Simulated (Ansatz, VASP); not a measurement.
**One calculation of I, two programs**

Contents of POSCAR:

```
I
1.0
    0.0000000000      2.3656004428      3.9098401324
    2.1922454667      0.0000000000      3.9098401324
    2.1922454667      2.3656004428      0.0000000000
I
1
Direct
    0.0000000000      0.0000000000      0.0000000000
```

Contents of INCAR.step1:

```
  ALGO = Normal
  EDIFF = 1E-4
  ENCUT = 520
  GGA = PE
  ISMEAR = -1
  LASPH = T
  LCHARG = F
  LREAL = F
  LWAVE = T
  NBANDS = 10
  NELM = 100
  PREC = Accurate
  SIGMA = 0.05
```

INCAR.step2

```
  ALGO = Normal
  EDIFF = 1E-7
  ENCUT = 520
  ISIF = 2
  ISMEAR = -1
  ISTART = 1
  LASPH = T
  LCHARG = T
  LELF = T
  LMIXTAU = T
  LREAL = F
  LVHAR = T
  LWAVE = F
  METAGGA = R2SCAN
  NBANDS = 10
  NELM = 100
  PREC = Accurate
  SIGMA = 0.05
```

Contents of KPOINTS:

```
k-points
0
Gamma
  9 9 9
```

File input.yaml:

```yaml
crystal:
  lattice:
    - [0.0, 2.3656004428, 3.9098401324]
    - [2.1922454667, 0.0, 3.9098401324]
    - [2.1922454667, 2.3656004428, 0.0]
  atoms:
    - { symbol: I, position: [0.0, 0.0, 0.0] }
hamiltonian:
  xc: r2scan
  pseudopotentials: { kind: paw }
kpoints:
  mp_grid: { grid: [9, 9, 9] }
  band_path:
    path:
      - [[0.0, 0.0, 0.0], [0.5, 0.0, 0.5], [0.5, 0.1138942365, 0.6138942365], [0.0504161431, 0.5, 0.5504161431], [0.0, 0.5, 0.5], [0.0, 0.0, 0.0], [0.5, 0.5, 0.0], [0.9495838569, 0.5, 0.4495838569], [0.8622775204, 0.3622775204, 0.5], [0.5, 0.1138942365, 0.6138942365]]
      - [[0.5, 0.8861057635, 0.3861057635], [0.5, 0.5, 0.0]]
      - [[0.0, 0.5, 0.5], [0.1377224796, 0.6377224796, 0.5]]
      - [[0.8622775204, 0.3622775204, 0.5], [0.5, 0.0, 0.5]]
      - [[0.5, 0.5, 0.5], [0.0, 0.0, 0.0]]
    npoints: 14
scf:
  occupations: { method: fermi_dirac, width: 0.05 }
  n_extra_bands: 6
output:
  forces: true
  stress: true
  eigenvalues: true
  fatbands: false
  write_density: true
  write_potential: true
  elf: true
  volumetric_format: npy
```

Alike in both runs: functional r2SCAN; k mesh 9 × 9 × 9; occupations fermi-dirac, width 0.05 eV; no spin polarisation.

|  | VASP | Ansatz |
| --- | --- | --- |
| version | VASP 6.6.1 | Ansatz 0.2.0 |
| potentials or method | VASP PAW PBE potentials, release 64 (I) | Ansatz PAW |
| plane-wave cutoff (eV) | 520 | 500 |
| valence electrons in the cell | 7 | 17 |
| task | single point | band structure |

```tsv
	VASP	Ansatz	Ansatz less VASP
gap on the k mesh at the Fermi level (eV)	none	none	-
pressure (GPa)	0.0	0.0	+0.04
traceless stress, the component that is largest in VASP (GPa)	0.06	0.03	-0.032
```

VASP's potentials were made for PBE, not for r2SCAN. A gap of «none» marks a metal or a gap that the smearing closes. With one functional, cell and mesh, what is left measures potentials, basis and numerics. VASP's potentials hold 7 valence electrons a cell and Ansatz's 17, so a difference there can come from the potentials and not from the codes.

Spin-orbit coupling is off throughout.
